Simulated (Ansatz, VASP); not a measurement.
**BAs in VASP and in Ansatz**

POSCAR

```
BAs
1.0
    0.0000000000      2.4046708983      2.4046708983
    2.4046708983      0.0000000000      2.4046708983
    2.4046708983      2.4046708983      0.0000000000
B As
1 1
Direct
    0.7500000005      0.7500000005      0.7500000005
    0.0000000000      0.0000000000      0.0000000000
```

File INCAR.step1:

```
SYSTEM = BAs
PREC = Accurate
ENCUT = 420
EDIFF = 1E-5
ISMEAR = -1
SIGMA = 0.01
LREAL = .False.
LASPH = .True.
NELM = 120
ALGO = Normal
ISIF = 2
LWAVE = .True.
LCHARG = .False.
NBANDS = 11
GGA = PE
GGA_COMPAT = .False.
```

File INCAR.step2:

```
SYSTEM = BAs
PREC = Accurate
ENCUT = 420
EDIFF = 1E-6
ISMEAR = -1
SIGMA = 0.01
LREAL = .False.
LASPH = .True.
NELM = 120
ALGO = Normal
ISIF = 2
LWAVE = .False.
LCHARG = .False.
GGA = B3
LHFCALC = .True.
AEXX = 0.2
AGGAX = 0.72
AGGAC = 0.81
ALDAC = 0.19
PRECFOCK = Normal
NBANDS = 11
ISTART = 1
GGA_COMPAT = .False.
```

File KPOINTS:

```
Automatic mesh
0
Gamma
  6 6 6
  0 0 0
```

Input for Ansatz:

```yaml
crystal:
  lattice:
    - [0.0, 2.4046708983, 2.4046708983]
    - [2.4046708983, 0.0, 2.4046708983]
    - [2.4046708983, 2.4046708983, 0.0]
  atoms:
    - { symbol: B, position: [0.7500000005, 0.7500000005, 0.7500000005] }
    - { symbol: As, position: [0.0, 0.0, 0.0] }
basis:
  ecutwfc: 420.0
  ecutrho_ratio: 4
  xc_grid: 2
  precision: f64
hamiltonian:
  xc: b3lyp
  pseudopotentials: { kind: paw, azcp: { folder: soft_1 } }
scf:
  max_iter: 80
  occupations: { method: fermi_dirac, width: 0.01 }
kpoints:
  mp_grid: { grid: [6, 6, 6] }
checkpoint:
  write: "../edges1.b3lyp.run"
  compress: false
  write_wavefunctions: true
  write_every: 100000
```

Alike in both runs: task single point; functional B3LYP; k mesh 6 × 6 × 6; occupations fermi-dirac, width 0.01 eV; no spin polarisation.

|  | VASP | Ansatz |
| --- | --- | --- |
| version | VASP 6.6.1 | Ansatz 0.2.0 |
| potentials or method | VASP PAW PBE potentials, release 64 (B, As), cutoff 420 eV | plane-wave PAW DFT |
| valence electrons in the cell | 8 | 18 |

```tsv
	VASP	Ansatz	Ansatz less VASP
gap on the k mesh at the Fermi level (eV)	2.61	2.58	-0.027
```

VASP's potentials were made for PBE, not for B3LYP. The functional is the same, so the differences come from potentials, cutoffs and numerics. VASP's potentials hold 8 valence electrons a cell and Ansatz's 18, so a difference there can come from the potentials and not from the codes.
